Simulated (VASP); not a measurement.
# BaScO2F (P4/mmm) in VASP: notebook, part 2 of 2

VASP 6.6.1. The steps go on from the part before.

### 4 Single point, LDA (strain +0.0200 x Voigt [0, 0, 1, 0, 0, 0])

Input file INCAR:

```
ALGO = Normal
EDIFF = 1E-6
ENCUT = 520
ISIF = 2
ISMEAR = 0
LASPH = T
LCHARG = F
LREAL = F
LWAVE = F
NBANDS = 28
NELM = 100
PREC = Accurate
SIGMA = 0.05
```

Input file KPOINTS:

```
k-points
0
Gamma
  6 6 6
```

Input file POSCAR:

```
BaScO2F
1.0
    4.2069470000      0.0000000000      0.0000000000
    0.0000000000      4.2069470000      0.0000000000
    0.0000000000      0.0000000000      4.2956412600
Ba Sc O F
1 1 2 1
Direct
    0.5000000000      0.5000000000      0.5000000000
    0.0000000000      0.0000000000      0.0000000000
    0.5000000000      0.0000000000      0.0000000000
    0.0000000000      0.5000000000      0.0000000000
    0.0000000000      0.0000000000      0.5000000000
```

Run with:

```bash
> cat potpaw_LDA.64/Ba_sv/POTCAR potpaw_LDA.64/Sc_sv/POTCAR potpaw_LDA.64/O/POTCAR potpaw_LDA.64/F/POTCAR > POTCAR
> mpirun -np 1 vasp_std > vasp.out
```

Wall time 25 s (1 thread of Intel Xeon 6975P-C (Granite Rapids), shared host); peak memory 0.22 GiB.

It converged, with:

- Free energy: -40.0674 eV
- Pressure: -10.2 GPa
- Band gap on the k mesh: 2.79 eV, indirect (least direct gap 3.19 eV)

Stress tensor (GPa, compression positive):
```
 -9.25   0.00   0.00
  0.00  -9.25   0.00
  0.00   0.00 -12.04
```

Levels at points of the mesh, in eV from the valence-band top:
| k point | band 18 | band 19 | band 20 | band 21 | band 22 | band 23 |
| --- | --- | --- | --- | --- | --- | --- |
| (0.00, 0.00, 0.00) | -1.17 | -0.41 | -0.41 | 2.79 | 2.79 | 2.98 |
| (0.50, 0.00, 0.00) | -1.79 | -1.58 | -1.20 | 3.15 | 4.41 | 4.59 |
| (0.50, 0.50, 0.00) | -2.49 | -2.49 | -0.08 | 3.90 | 4.60 | 4.60 |
| (0.00, 0.00, 0.50) | -1.96 | -0.54 | -0.54 | 3.49 | 3.84 | 3.84 |
| (0.50, 0.00, 0.50) | -1.28 | -1.27 | -1.03 | 3.59 | 4.85 | 4.88 |
| (0.50, 0.50, 0.50) | -1.44 | -1.44 | 0.00 | 4.01 | 4.98 | 4.98 |

Caveat: the cell differs from its parent crystal (strain +0.0200 x Voigt [0, 0, 1, 0, 0, 0]); spin-orbit coupling is left out, which moves the levels of the heavy elements.

### 5 Single point, LDA (strain +0.0300 x Voigt [0, 0, 1, 0, 0, 0])

Input file INCAR:

```
SYSTEM = BaScO2F
PREC = Accurate
ENCUT = 520
EDIFF = 1E-6
ISMEAR = 0
SIGMA = 0.05
LREAL = .FALSE.
LASPH = .TRUE.
NELM = 80
ALGO = Normal
ISIF = 2
LWAVE = .FALSE.
LCHARG = .FALSE.
NBANDS = 28
```

Input file KPOINTS:

```
regular mesh
0
G
  6 6 6
  0 0 0
```

Edit POSCAR of step 4 so:

```diff
@@ -4,3 +4,3 @@
     0.0000000000      4.2069470000      0.0000000000
-    0.0000000000      0.0000000000      4.2956412600
+    0.0000000000      0.0000000000      4.3377553900
 Ba Sc O F
```

Potentials or basis: VASP PAW LDA potentials, release 64 (Ba_sv, Sc_sv, O, F).

Run with:

```bash
> cat potpaw_LDA.64/Ba_sv/POTCAR potpaw_LDA.64/Sc_sv/POTCAR potpaw_LDA.64/O/POTCAR potpaw_LDA.64/F/POTCAR > POTCAR
> mpirun -np 1 vasp_std > vasp.out
```

OUTCAR:

```text
SYSTEM = BaScO2F
   PREC = Accurate
   ENCUT = 520
   EDIFF = 1E-6
   ISMEAR = 0
   LREAL = .FALSE.
   LASPH = .TRUE.
   NELM = 80
   ISIF = 2

 ion  position               nearest neighbor table
   1  0.500  0.500  0.500-   5 2.97   5 2.97   5 2.97   5 2.97   4 3.02   3 3.02   4 3.02   3 3.02
                             4 3.02   3 3.02   4 3.02   3 3.02   2 3.68   2 3.68   2 3.68   2 3.68
   2  0.000  0.000  0.000-   3 2.10   4 2.10   4 2.10   3 2.10   5 2.17   5 2.17   1 3.68   1 3.68
                             1 3.68   1 3.68   1 3.68   1 3.68   1 3.68   1 3.68
   3  0.500  0.000  0.000-   2 2.10   2 2.10   1 3.02   1 3.02   1 3.02   1 3.02
   4  0.000  0.500  0.000-   2 2.10   2 2.10   1 3.02   1 3.02   1 3.02   1 3.02
   5  0.000  0.000  0.500-   2 2.17   2 2.17   1 2.97   1 2.97   1 2.97   1 2.97
[... 951 lines left out ...]
  Total       -4.5971764     -4.5971764     -6.4744933      0.0000000      0.0000000      0.0000000
  in kB      -95.9406399    -95.9406399   -135.1192519      0.0000000      0.0000000      0.0000000
  external PRESSURE =    -109.0001772 kB  Pullay stress =       0.0000000 kB

 VOLUME and BASIS-vectors are now :
 -----------------------------------------------------------------------------
  energy-cutoff  :      520.00
  volume of cell :       76.77
      direct lattice vectors                 reciprocal lattice vectors
     4.206947000  0.000000000  0.000000000     0.237702068  0.000000000  0.000000000
     0.000000000  4.206947000  0.000000000     0.000000000  0.237702068  0.000000000
     0.000000000  0.000000000  4.337755390     0.000000000  0.000000000  0.230533977

 POSITION                                       TOTAL-FORCE (eV/Angst)
 -----------------------------------------------------------------------------------
      2.10347      2.10347      2.16888         0.000000      0.000000      0.000000
      0.00000      0.00000      0.00000         0.000000      0.000000      0.000000
      2.10347      0.00000      0.00000         0.000000      0.000000      0.000000
      0.00000      2.10347      0.00000         0.000000      0.000000      0.000000
      0.00000      0.00000      2.16888         0.000000      0.000000      0.000000
 -----------------------------------------------------------------------------------
    total drift:                                0.000000      0.000000     -0.000000

  FREE ENERGIE OF THE ION-ELECTRON SYSTEM (eV)
  ---------------------------------------------------
  free  energy   TOTEN  =       -40.0088481709 eV

  energy  without entropy=      -40.0088481709  energy(sigma->0) =      -40.00884817
```

Run time: 26 s. Hardware: 1 thread of Intel Xeon 6975P-C (Granite Rapids), shared host; peak memory 0.22 GiB.

Results:

| Item | Value |
| --- | --- |
| Free energy | -40.0088 eV |
| Pressure | -10.9 GPa |
| Band gap on the k mesh | 2.75 eV, indirect (least direct gap 3.17 eV) |

Caveat: the cell differs from its parent crystal (strain +0.0300 x Voigt [0, 0, 1, 0, 0, 0]); spin-orbit coupling is left out, which moves the levels of the heavy elements. A k mesh can miss the band edges.

### 6 Single point, LDA (strain +0.0350 x Voigt [0, 0, 1, 0, 0, 0])

Input file INCAR:

```
SYSTEM = BaScO2F
  ALGO = Normal
  EDIFF = 1E-6
  ENCUT = 520
  ISIF = 2
  ISMEAR = 0
  LASPH = .TRUE.
  LCHARG = .FALSE.
  LREAL = .FALSE.
  LWAVE = .FALSE.
  NBANDS = 28
  NELM = 100
  PREC = Accurate
  SIGMA = 0.05
```

Input file KPOINTS:

```
k-points
0
G
  6 6 6
  0 0 0
```

Edit POSCAR of step 5 so:

```diff
@@ -4,3 +4,3 @@
     0.0000000000      4.2069470000      0.0000000000
-    0.0000000000      0.0000000000      4.3377553900
+    0.0000000000      0.0000000000      4.3588124550
 Ba Sc O F
```

Potentials or basis: VASP PAW LDA potentials, release 64 (Ba_sv, Sc_sv, O, F).

Run with:

```bash
> cat potpaw_LDA.64/Ba_sv/POTCAR potpaw_LDA.64/Sc_sv/POTCAR potpaw_LDA.64/O/POTCAR potpaw_LDA.64/F/POTCAR > POTCAR
> mpirun -np 1 vasp_std > vasp.out
```

Wall time 24 s (1 thread of Intel Xeon 6975P-C (Granite Rapids), shared host); peak memory 0.21 GiB.

It converged, with:

```yaml
Free_energy: -39.9771 eV
Pressure: -11.2 GPa
Band_gap_on_the_k_mesh: 2.73 eV, indirect (least direct gap 3.15 eV)
```

Stress tensor (GPa, compression positive):
```
 -9.76   0.00   0.00
  0.00  -9.76   0.00
  0.00   0.00 -14.19
```

Levels at points of the mesh, in eV from the valence-band top:
```csv
k point,band 18,band 19,band 20,band 21,band 22,band 23
"(0.00, 0.00, 0.00)",-1.20,-0.43,-0.43,2.73,2.73,2.85
"(0.50, 0.00, 0.00)",-1.79,-1.61,-1.23,3.10,4.28,4.52
"(0.50, 0.50, 0.00)",-2.52,-2.52,-0.07,3.72,4.55,4.55
"(0.00, 0.00, 0.50)",-1.95,-0.55,-0.55,3.46,3.73,3.73
"(0.50, 0.00, 0.50)",-1.33,-1.30,-1.07,3.49,4.76,4.84
"(0.50, 0.50, 0.50)",-1.51,-1.51,0.00,3.92,4.90,4.90
```

Caveat: the cell differs from its parent crystal (strain +0.0350 x Voigt [0, 0, 1, 0, 0, 0]); spin-orbit coupling is left out, which moves the levels of the heavy elements.

### 7 Single point, LDA (strain +0.0400 x Voigt [0, 0, 1, 0, 0, 0])

Input file INCAR:

```
ALGO     = Normal         # electronic algorithm
EDIFF    = 1E-6           # SCF threshold, eV
ENCUT    = 520            # plane-wave cutoff, eV
GGA      = CA             # functional
ISIF     = 2              # what is computed and relaxed
ISMEAR   = 0              # smearing method
LASPH    = T              # aspherical terms in the spheres
LCHARG   = F              # write CHGCAR
LREAL    = F              # projectors in reciprocal space
LWAVE    = F              # write WAVECAR
NBANDS   = 28             # bands
NELM     = 80             # most SCF steps
PREC     = Accurate       # precision mode
SIGMA    = 0.05           # smearing width, eV
```

Input file KPOINTS:

```
k-points
0
Gamma
  6 6 6
```

Edit POSCAR of step 6 so:

```diff
@@ -4,3 +4,3 @@
     0.0000000000      4.2069470000      0.0000000000
-    0.0000000000      0.0000000000      4.3588124550
+    0.0000000000      0.0000000000      4.3798695200
 Ba Sc O F
```

Run with:

```bash
> cat potpaw_LDA.64/Ba_sv/POTCAR potpaw_LDA.64/Sc_sv/POTCAR potpaw_LDA.64/O/POTCAR potpaw_LDA.64/F/POTCAR > POTCAR
> mpirun -np 1 vasp_std > vasp.out
```

Wall time 28 s (1 thread of Intel Xeon 6975P-C (Granite Rapids), shared host); peak memory 0.22 GiB.

The run converged. Its results:

```
Free energy            : -39.9437 eV
Pressure               : -11.6 GPa
Band gap on the k mesh : 2.71 eV, indirect (least direct gap 3.14 eV)
```

Stress tensor (GPa, compression positive):
```
 -9.91   0.00   0.00
  0.00  -9.91   0.00
  0.00   0.00 -14.83
```

Levels at points of the mesh, in eV from the valence-band top:
```
           k point  band 16  band 17  band 18  band 19  band 20  band 21  band 22  band 23  band 24  band 25
(0.00, 0.00, 0.00)    -1.76    -1.32    -1.21    -0.43    -0.43     2.71     2.71     2.80     3.08     3.11
(0.50, 0.00, 0.00)    -1.88    -1.85    -1.79    -1.61    -1.23     3.08     4.24     4.45     4.53     4.82
(0.50, 0.50, 0.00)    -3.58    -2.97    -2.53    -2.53    -0.07     3.66     4.53     4.53     5.29     6.19
(0.00, 0.00, 0.50)    -2.26    -2.26    -1.94    -0.56    -0.56     3.45     3.69     3.69     4.61     4.79
(0.50, 0.00, 0.50)    -2.16    -1.96    -1.34    -1.31    -1.09     3.46     4.73     4.82     5.19     5.36
(0.50, 0.50, 0.50)    -2.96    -2.56    -1.54    -1.54     0.00     3.89     4.87     4.87     4.87     4.87
```

Caveat: the cell differs from its parent crystal (strain +0.0400 x Voigt [0, 0, 1, 0, 0, 0]); spin-orbit coupling is left out, which moves the levels of the heavy elements.

### 8 The runs side by side

| cell | gap on the mesh (eV) | pressure (GPa) |
| --- | --- | --- |
| a = 4.207, b = 4.207, c = 4.169 Å, 5 atoms | 2.91 | -7.5 |
| a = 4.207, b = 4.207, c = 4.254 Å, 5 atoms | 2.83 | -9.4 |
| a = 4.207, b = 4.207, c = 4.296 Å, 5 atoms | 2.79 | -10.2 |
| a = 4.207, b = 4.207, c = 4.338 Å, 5 atoms | 2.75 | -10.9 |
| a = 4.207, b = 4.207, c = 4.359 Å, 5 atoms | 2.73 | -11.2 |
| a = 4.207, b = 4.207, c = 4.380 Å, 5 atoms | 2.71 | -11.6 |

Alike in all rows: task single point; level LDA; potentials or basis VASP PAW LDA potentials, release 64 (Ba_sv, Sc_sv, O, F); no spin polarisation; k mesh 6 × 6 × 6; cutoff (eV) 520; smearing gaussian 0.05 eV.

Caveats: spin-orbit coupling is left out, which moves the levels of the heavy elements.

Total energies depend on the potentials used, so only differences within one code and one set of settings carry meaning.
